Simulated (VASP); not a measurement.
Set up this calculation in VASP 6.6.1, as the native input.

```yaml
Task: single point
Functional: r2SCAN
Potentials_or_basis: VASP PAW PBE potentials, release 64 (Ba_sv, S)
Cutoff: 520 eV
k_mesh: 6 × 6 × 4
Occupations: gaussian, width 0.01 eV
Spin: no spin polarisation
Dipole_correction: no
Further_INCAR_settings: ALGO = Normal; EDIFF = 1e-06; NBANDS = 24
```

BaS:

```xyz
4
Lattice="5.4626 0.0000 0.0000 -2.7313 4.7307 0.0000 0.0000 0.0000 6.4791" Properties=species:S:1:pos:R:3 pbc="T T T"
Ba    0.0000    3.1538   -0.4049
Ba    2.7313    1.5769    2.8346
S     0.0000    3.1538    2.8346
S     2.7313    1.5769    6.0741
```

This cell differs from its parent crystal: strain +1.5%.

One way to write it, as run:

POSCAR

```
BaS
1.0
    5.4625835942      0.0000000000      0.0000000000
   -2.7312917971      4.7307361629      0.0000000000
    0.0000000000      0.0000000000      6.4790722524
Ba S
2 2
Direct
    0.3333333333      0.6666666667     -0.0625000000
    0.6666666667      0.3333333333      0.4375000000
    0.3333333333      0.6666666667      0.4375000000
    0.6666666667      0.3333333333      0.9375000000
```

INCAR.step1

```
SYSTEM = BaS
  PREC = Accurate
  ENCUT = 520
  ISMEAR = 0
  SIGMA = 0.01
  LREAL = .FALSE.
  LASPH = .TRUE.
  NELM = 100
  NBANDS = 24
  GGA = PE
  ALGO = Normal
  EDIFF = 1E-4
  LWAVE = .TRUE.
  LCHARG = .FALSE.
```

INCAR.step2

```
SYSTEM = BaS
  PREC = Accurate
  ENCUT = 520
  EDIFF = 1E-6
  ISMEAR = 0
  SIGMA = 0.01
  LREAL = .FALSE.
  LASPH = .TRUE.
  NELM = 100
  ALGO = Normal
  ISIF = 2
  LWAVE = .FALSE.
  LCHARG = .TRUE.
  METAGGA = R2SCAN
  LMIXTAU = .TRUE.
  LELF = .TRUE.
  LVHAR = .TRUE.
  NBANDS = 24
  ISTART = 1
```

KPOINTS

```
Automatic mesh
0
G
  6 6 4
  0 0 0
```

Potentials or basis: VASP PAW PBE potentials, release 64 (Ba_sv, S).

The run is started by

```console
$ cat potpaw_PBE.64/Ba_sv/POTCAR potpaw_PBE.64/S/POTCAR > POTCAR
$ cp INCAR.step1 INCAR
$ mpirun -np 1 vasp_std > vasp.out
$ cp INCAR.step2 INCAR
$ mpirun -np 1 vasp_std > vasp.out
```

It gave:

| Item | Value |
| --- | --- |
| Pressure | -1.0 GPa |
| Band gap on the k mesh | 2.87 eV (least direct gap 3.01 eV) |

Caveat: the cell differs from its parent crystal (strain +1.5%); the structure was generated, so it needn't be the stable form of BaS; the PAW data sets were made with another functional, which shifts forces and pressure a little; spin-orbit coupling is left out, which moves the levels of the heavy elements.

Run time: 7.7 min on 1 thread of Oxide Virtual Turin-like Processor (shared host), peak memory 0.32 GiB.
